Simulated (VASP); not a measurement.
YN: electric field gradients with PBEsol

The system is YN.

```
Y N
1.0
     0.00000    2.43850    2.43850
     2.43850    0.00000    2.43850
     2.43850    2.43850    0.00000
Y N
1 1
Direct
  0.00000 0.00000 0.00000
  0.50000 0.50000 0.50000
```

```
Program                : VASP 6.6.1
Task                   : electric field gradients
Functional             : PBEsol
Potentials or basis    : VASP PAW PBE potentials, release 64 (Y_sv, N)
Cutoff                 : 520 eV
k mesh                 : 9 × 9 × 9
Occupations            : fermi-dirac, width 0.03 eV
Spin                   : no spin polarisation
Dipole correction      : no
Further INCAR settings : ALGO = Normal; EDIFF = 1e-08; NBANDS = 15
```

```yaml
Pressure: -2.2 GPa
Band_gap_on_the_k_mesh: 0.15 eV, indirect (least direct gap 0.56 eV)
```

Levels at points of the mesh, in eV from the valence-band top:
```csv
k point,band 5,band 6,band 7,band 8,band 9,band 10,band 11,band 12
"(0.00, 0.00, 0.00)",-12.88,0.00,0.00,0.00,3.10,3.10,3.10,4.14
```

It took 22 s on 1 thread of Intel(R) Xeon(R) Platinum 8259CL CPU @ 2.50GHz (Skylake/Cascade Lake), on a shared host, peak memory 0.18 GiB.

Caveat: without QUAD_EFG the Cq values of the log hold for a quadrupole moment of 1 mb, not for the nuclei; the PAW data sets were made with another functional, which shifts forces and pressure a little. A k mesh can miss the band edges.
